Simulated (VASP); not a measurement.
# BN (I-4m2) in VASP: notebook

BN is run at these levels: r2SCAN; tasks: single point.

Program: VASP 6.6.1. These are calculated values, not measurements. Logs are shortened: lines on timing, memory, paths and dates and some standing lists are left out, and cuts for length are marked.

### Step 1. The cell of the first run

It takes space group I-4m2 (No. 119, tetragonal). The conventional cell has a = 2.359 Å, b = 2.359 Å, c = 3.771 Å, α = 90.00°, β = 90.00°, γ = 90.00°. Within 2.0 Å of B (site symmetry -4m2) lie 4 N at 1.51 Å. N (site symmetry -4m2) has 4 B at 1.51 Å within 2.0 Å.

### Step 2. Single point, r2SCAN (strain -0.080 along x and y, +0.040 along z)

Input file POSCAR:

```
BN
1.0
    0.0000000000      1.6679609200      1.8855210400
    1.6679609200      0.0000000000      1.8855210400
    1.6679609200      1.6679609200      0.0000000000
B N
1 1
Direct
    0.0000000000      0.0000000000      0.0000000000
    0.7500000000      0.7500000000      0.7500000000
```

Input file INCAR.step1:

```
SYSTEM = BN
  PREC = Accurate
  ENCUT = 520
  ISMEAR = 0
  SIGMA = 0.05
  LREAL = .FALSE.
  LASPH = .TRUE.
  NELM = 80
  NBANDS = 11
  GGA = PE
  ALGO = Normal
  EDIFF = 1E-4
  LWAVE = .TRUE.
  LCHARG = .FALSE.
```

Input file INCAR.step2:

```
SYSTEM = BN
  PREC = Accurate
  ENCUT = 520
  EDIFF = 1E-6
  ISMEAR = 0
  SIGMA = 0.05
  LREAL = .FALSE.
  LASPH = .TRUE.
  NELM = 80
  ALGO = Normal
  ISIF = 2
  LWAVE = .FALSE.
  LCHARG = .TRUE.
  METAGGA = R2SCAN
  LMIXTAU = .TRUE.
  LELF = .TRUE.
  LVHAR = .TRUE.
  NBANDS = 11
  ISTART = 1
```

Input file KPOINTS:

```
Automatic mesh
0
G
  12 12 12
  0 0 0
```

Potentials or basis: VASP PAW PBE potentials, release 64 (B, N).

Launch:

```
> cat potpaw_PBE.64/B/POTCAR potpaw_PBE.64/N/POTCAR > POTCAR
> cp INCAR.step1 INCAR
> mpirun -np 1 vasp_std > vasp.out
> cp INCAR.step2 INCAR
> mpirun -np 1 vasp_std > vasp.out
```

OUTCAR:

```text
SYSTEM = BN
   PREC = Accurate
   ENCUT = 520
   EDIFF = 1E-6
   ISMEAR = 0
   LREAL = .FALSE.
   LASPH = .TRUE.
   NELM = 80
   ISIF = 2
   METAGGA = R2SCAN
   ISTART = 1

 ion  position               nearest neighbor table
   1  0.000  0.000  0.000-   2 1.51   2 1.51   2 1.51   2 1.51
   2  0.750  0.750  0.750-   1 1.51   1 1.51   1 1.51   1 1.51

  LATTYP: Found a body centered tetragonal cell.
 ALAT       =     2.3588529546
 C/A-ratio  =     1.5986762009

  Lattice vectors:

 A1 = (  -1.6679609200,   0.0000000000,   1.8855210400)
 A2 = (   1.6679609200,   0.0000000000,   1.8855210400)
 A3 = (   0.0000000000,   1.6679609200,  -1.8855210400)

Analysis of symmetry for initial positions (statically):
=====================================================================
 Subroutine PRICEL returns:
 Original cell was already a primitive cell.

 Routine SETGRP: Setting up the symmetry group for a
 body centered tetragonal supercell.

 Subroutine GETGRP returns: Found  8 space group operations
 (whereof  8 operations were pure point group operations)
 out of a pool of 16 trial point group operations.

The static configuration has the point symmetry D_2d.

Analysis of symmetry for dynamics (positions and initial velocities):
=====================================================================
 Subroutine PRICEL returns:
 Original cell was already a primitive cell.

 Routine SETGRP: Setting up the symmetry group for a
 body centered tetragonal supercell.

 Subroutine GETGRP returns: Found  8 space group operations
 (whereof  8 operations were pure point group operations)
 out of a pool of 16 trial point group operations.

The dynamic configuration has the point symmetry D_2d.

 Subroutine INISYM returns: Found  8 space group operations
 (whereof  8 operations are pure point group operations),
 and found     1 'primitive' translations

----------------------------------------------------------------------------------------

                                     Primitive cell

  volume of cell :      10.4914

  direct lattice vectors                    reciprocal lattice vectors
     0.000000000  1.667960920  1.885521040    -0.299767215  0.299767215  0.265178690
     1.667960920  0.000000000  1.885521040     0.299767215 -0.299767215  0.265178690
     1.667960920  1.667960920  0.000000000     0.299767215  0.299767215 -0.265178690

  length of vectors
     2.517396120  2.517396120  2.358852955     0.500040503  0.500040503  0.500040503

  position of ions in fractional coordinates (direct lattice)
     0.000000000  0.000000000  0.000000000
     0.750000000  0.750000000  0.750000000

  ion indices of the primitive-cell ions
   primitive index   ion index
                 1           1
                 2           2

----------------------------------------------------------------------------------------

 KPOINTS: Automatic mesh

Automatic generation of k-mesh.
 Grid dimensions read from file:
 generate k-points for:   12   12   12

 Generating k-lattice:

  Cartesian coordinates                     Fractional coordinates (reciprocal lattice)
    -0.024980601  0.024980601  0.022098224     0.083333333  0.000000000  0.000000000
     0.024980601 -0.024980601  0.022098224     0.000000000  0.083333333  0.000000000
     0.024980601  0.024980601 -0.022098224    -0.000000000 -0.000000000  0.083333333

  Length of vectors
     0.041670042  0.041670042  0.041670042

  Shift w.r.t. Gamma in fractional coordinates (k-lattice)
     0.000000000  0.000000000  0.000000000

 Subroutine IBZKPT returns following result:
 ===========================================

 Found    163 irreducible k-points:

 Following reciprocal coordinates:
            Coordinates               Weight
  0.000000  0.000000  0.000000      1.000000
  0.083333  0.000000  0.000000      8.000000
  0.166667  0.000000  0.000000      8.000000
  0.250000  0.000000  0.000000      8.000000
  0.333333 -0.000000  0.000000      8.000000
  0.416667  0.000000  0.000000      8.000000
[... 16 lines left out ...]
  0.500000  0.166667  0.000000      8.000000
 -0.416667  0.166667  0.000000      8.000000
 [... further k-points ...]
   k-points           NKPTS =    163   k-points in BZ     NKDIM =    163   number of bands    NBANDS=     11
   number of dos      NEDOS =    301   number of ions     NIONS =      2
   total plane-waves  NPLWV =   7200
   dimension x,y,z NGX =    20 NGY =   20 NGZ =   18
   dimension x,y,z NGXF=    40 NGYF=   40 NGZF=   36
   ions per type =               1   1
   NGX,Y,Z   is equivalent  to a cutoff of  13.21, 13.21, 12.69 a.u.
   NGXF,Y,Z  is equivalent  to a cutoff of  26.42, 26.42, 25.37 a.u.
 SYSTEM =  BN
   PREC   = accura    normal or accurate (medium, high low for compatibility)
   ISTART =      1    job   : 0-new  1-cont  2-samecut
   ICHARG =      0    charge: 1-file 2-atom 10-const
   ISPIN  =      1    spin polarized calculation?
   LNONCOLLINEAR =      F non collinear calculations
   LSORBIT =      F    spin-orbit coupling
   LASPH  =      T    aspherical Exc in radial PAW
   ENCUT  =  520.0 eV  38.22 Ry    6.18 a.u.   4.68  4.68  4.39*2*pi/ulx,y,z
   NELM   =     80;   NELMIN=  2; NELMDL=  0     # of ELM steps
   EDIFF  = 0.1E-05   stopping-criterion for ELM
   LREAL  =      F    real-space projection
   EDIFFG = 0.1E-04   stopping-criterion for IOM
   NSW    =      0    number of steps for IOM
   IBRION =     -1    ionic relax: 0-MD 1-quasi-New 2-CG
   NFREE  =      0    steps in history (QN), initial steepest desc. (CG)
   ISIF   =      2    stress and relaxation
   ISYM   =      2    0-nonsym 1-usesym 2-fastsym
   POTIM  = 0.5000    time-step for ionic-motion
   TEBEG  =    0.0;   TEEND  =   0.0 temperature during run
   PSTRESS=    0.0 pullay stress
   NELECT =       8.0000    total number of electrons
   NUPDOWN=      -1.0000    fix difference up-down
   EMIN   =  10.00;   EMAX   =-10.00  energy-range for DOS
   EFERMI =   0.00;   METHOD = LEGACY
   ISMEAR =     0;   SIGMA  =   0.05  broadening in eV -4-tet -1-fermi 0-gaus
   EFERMI_NEDOS =   21; number of points for ismear=-14 and -15
   IALGO  =     38    algorithm
   IMIX   =      4    mixing-type and parameters
     AMIX     =   0.40;   BMIX     =  1.00
     AMIX_MAG =   1.60;   BMIX_MAG =  1.00
  volume/ion in A,a.u.               =       5.25        35.40
  Fermi-wavevector in a.u.,A,eV,Ry     =   1.495640  2.826350 30.435410  2.236940
  Thomas-Fermi vector in A             =   2.607759
   LORBIT       =      0    0 simple, 1 ext, 2 COOP (PROOUT), +10 PAW based schemes
   METAGGA = R2SCAN    functional components
   LHFCALC =     F    Hartree Fock is set to
   AEXX    =    0.0000 exact exchange contribution
   IVDW    =     0    specifies the selected vdW correction
   LEPSILON=     F    determine dielectric tensor
   LRPA    =     F    only Hartree local field effects (RPA)
 non-spin polarized calculation
 Gauss-broadening in eV      SIGMA  =   0.05
  energy-cutoff  :      520.00
  volume of cell :       10.49
 maximum number of plane-waves:       292
   NGX =  9   NGY =  9   NGZ =  9

 number of electron       8.0000000 magnetization

 Free energy of the ion-electron system (eV)
  ---------------------------------------------------
  ext. energy  EPLUGINS =         0.00000000
  ---------------------------------------------------
  free energy    TOTEN  =       -18.69311280 eV

  energy without entropy =      -18.69311280  energy(sigma->0) =      -18.69311280

 E-fermi :   9.7335     XC(G=0): -14.2997

 val. band max:        9.3537265634   @ k =   0.0000   0.0000   0.0000
 cond. band min:      13.2091283161   @ k =   0.5000   0.0000   0.5000
 fundamental gap:      3.8554017527
 Fermi energy:         9.7334901577

 k-point     1 :       0.0000    0.0000    0.0000
  band No.  band energies     occupation
      1     -13.9254      2.00000
      2       7.7088      2.00000
      3       9.3537      2.00000
      4       9.3537      2.00000
      5      18.7659      0.00000
      6      18.7660      0.00000
      7      19.6937      0.00000
      8      21.8132      0.00000
      9      34.3988      0.00000
     10      36.1987      0.00000
     11      37.4883      0.00000

 k-point     2 :       0.0833    0.0000    0.0000
  band No.  band energies     occupation
      1     -13.7314      2.00000
      2       7.1992      2.00000
      3       8.5924      2.00000
      4       9.2002      2.00000
      5      18.7300      0.00000
      6      19.1017      0.00000
      7      20.2981      0.00000
      8      22.3479      0.00000
      9      33.0748      0.00000
     10      37.0482      0.00000
     11      38.8257      0.00000

 k-point     3 :       0.1667    0.0000    0.0000
  band No.  band energies     occupation
      1     -13.1556      2.00000
      2       5.3171      2.00000
      3       7.4816      2.00000
      4       8.8310      2.00000
      5      18.7224      0.00000
      6      19.9358      0.00000
      7      21.2980      0.00000
      8      23.6901      0.00000
      9      32.3337      0.00000
     10      36.6267      0.00000
     11      37.1158      0.00000

 k-point     4 :       0.2500    0.0000    0.0000
  band No.  band energies     occupation
      1     -12.2217      2.00000
      2       2.6213      2.00000
      3       6.6348      2.00000
      4       8.4129      2.00000
      5      18.6190      0.00000
      6      20.8646      0.00000
      7      22.1454      0.00000
      8      25.0965      0.00000
      9      32.8352      0.00000
     10      35.9536      0.00000
     11      36.3809      0.00000
[... 239 lines left out ...]
 k-point    22 :       0.4167    0.1667    0.0000
  band No.  band energies     occupation
      1     -10.3160      2.00000
      2      -0.1584      2.00000
      3       4.0492      2.00000
      4       6.5489      2.00000
      5      19.4739      0.00000
      6      22.6957      0.00000
      7      24.0957      0.00000
      8      26.1604      0.00000
      9      31.5524      0.00000
     10      37.5966      0.00000
     11      40.7663      0.00000

 k-point    23 :       0.5000    0.1667    0.0000
  band No.  band energies     occupation
      1      -9.0865      2.00000
      2      -2.0588      2.00000
      3       3.2688      2.00000
      4       6.7208      2.00000
      5      19.6896      0.00000
      6      22.8545      0.00000
      7      23.8905      0.00000
      8      27.2581      0.00000
      9      32.9724      0.00000
     10      37.9618      0.00000
     11      39.8405      0.00000

 k-point    24 :      -0.4167    0.1667    0.0000
  band No.  band energies     occupation
      1      -8.5635      2.00000
      2      -2.7629      2.00000
      3       2.8808      2.00000
      4       7.1271      2.00000
      5      20.0745      0.00000
      6      22.8740      0.00000
      7      23.3582      0.00000
      8      27.1220      0.00000
      9      34.0464      0.00000
     10      37.2562      0.00000
     11      38.8224      0.00000

 [... further k-points ...]
[... 5 lines left out ...]
  --------------------------------------------------------------------------------------
  -------------------------------------------------------------------------------------
  Total        5.9822042      5.9822042     -0.8874910      0.0000000      0.0000000      0.0000000
  in kB      913.5634089    913.5634089   -135.5318609      0.0000000      0.0000000      0.0000000
  external PRESSURE =     563.8649857 kB  Pullay stress =       0.0000000 kB

 VOLUME and BASIS-vectors are now :
 -----------------------------------------------------------------------------
  energy-cutoff  :      520.00
  volume of cell :       10.49
      direct lattice vectors                 reciprocal lattice vectors
     0.000000000  1.667960920  1.885521040    -0.299767215  0.299767215  0.265178690
     1.667960920  0.000000000  1.885521040     0.299767215 -0.299767215  0.265178690
     1.667960920  1.667960920  0.000000000     0.299767215  0.299767215 -0.265178690

 POSITION                                       TOTAL-FORCE (eV/Angst)
 -----------------------------------------------------------------------------------
      0.00000      0.00000      0.00000         0.000000      0.000000      0.000000
      2.50194      2.50194      2.82828        -0.000000     -0.000000      0.000000
 -----------------------------------------------------------------------------------
    total drift:                               -0.000048     -0.000048      0.000030

  FREE ENERGIE OF THE ION-ELECTRON SYSTEM (eV)
  ---------------------------------------------------
  free  energy   TOTEN  =       -18.6931127990 eV

  energy  without entropy=      -18.6931127990  energy(sigma->0) =      -18.69311280
```

Run time: 2.4 min. Hardware: 1 thread of AMD EPYC 7R13, shared host; peak memory 0.1 GiB.

What came out:

```
Free energy            : -18.6931 eV
Pressure               : 56.4 GPa
Band gap on the k mesh : 3.86 eV, indirect (least direct gap 9.19 eV)
```

Stress tensor (GPa, compression positive):
```
 91.36   0.00   0.00
  0.00  91.36   0.00
  0.00   0.00 -13.55
```

Levels at points of the mesh, in eV from the valence-band top:
```
           k point  band 1  band 2  band 3  band 4  band 5  band 6  band 7  band 8
(0.00, 0.00, 0.00)  -23.28   -1.64    0.00    0.00    9.41    9.41   10.34   12.46
(0.50, 0.00, 0.00)  -18.32  -12.76   -3.96   -1.58    8.76   12.45   13.96   17.27
(0.50, 0.50, 0.00)  -17.88  -11.95   -4.90   -4.90    6.39   12.08   20.29   20.29
(0.50, 0.00, 0.50)  -16.16  -10.02   -6.82   -6.75    3.86    9.03   18.95   21.05
```

Caveat: the cell differs from its parent crystal (strain -0.080 along x and y, +0.040 along z); the PAW data sets were made with another functional, which shifts forces and pressure a little. A k mesh can miss the band edges.

### Step 3. Single point, r2SCAN (strain -0.080 along x and y, +0.080 along z)

Input file POSCAR:

```
BN
1.0
    0.0000000000      1.6679609200      1.9580410800
    1.6679609200      0.0000000000      1.9580410800
    1.6679609200      1.6679609200      0.0000000000
B N
1 1
Direct
    0.0000000000      0.0000000000      0.0000000000
    0.7500000000      0.7500000000      0.7500000000
```

INCAR.step1: that of step 2 with these lines changed.

```diff
@@ -7,3 +7,3 @@
   LASPH = .TRUE.
-  NELM = 80
+  NELM = 100
   NBANDS = 11
```

INCAR.step2: that of step 2 with these lines changed.

```diff
@@ -3,3 +3,3 @@
   ENCUT = 520
-  EDIFF = 1E-6
+  EDIFF = 1E-7
   ISMEAR = 0
@@ -8,3 +8,3 @@
   LASPH = .TRUE.
-  NELM = 80
+  NELM = 100
   ALGO = Normal
```

KPOINTS is that of step 2.

Potentials or basis: VASP PAW PBE potentials, release 64 (B, N).

Launch:

```
> cat potpaw_PBE.64/B/POTCAR potpaw_PBE.64/N/POTCAR > POTCAR
> cp INCAR.step1 INCAR
> mpirun -np 1 vasp_std > vasp.out
> cp INCAR.step2 INCAR
> mpirun -np 1 vasp_std > vasp.out
```

Run time: 2.9 min. Hardware: 1 thread of AMD EPYC 7R13, shared host; peak memory 0.1 GiB.

The run converged. Its results:

```yaml
Free_energy: -18.6052 eV
Pressure: 35.9 GPa
Band_gap_on_the_k_mesh: 3.47 eV, indirect (least direct gap 8.38 eV)
```

Stress tensor (GPa, compression positive):
```
 81.95   0.00   0.00
  0.00  81.95   0.00
  0.00   0.00 -56.28
```

Levels at points of the mesh, in eV from the valence-band top:
```csv
k point,band 1,band 2,band 3,band 4,band 5,band 6,band 7,band 8,band 9
"(0.00, 0.00, 0.00)",-23.00,-2.22,0.00,0.00,9.04,9.04,10.24,11.38,23.12
"(0.50, 0.00, 0.00)",-18.19,-12.54,-4.38,-1.32,7.47,12.23,13.96,16.67,24.75
"(0.50, 0.50, 0.00)",-18.09,-12.19,-4.48,-4.48,6.68,12.29,19.26,19.26,20.37
"(0.50, 0.00, 0.50)",-15.95,-9.73,-6.89,-6.81,3.47,8.39,17.48,19.95,23.30
```

Caveat: the cell differs from its parent crystal (strain -0.080 along x and y, +0.080 along z); the PAW data sets were made with another functional, which shifts forces and pressure a little.
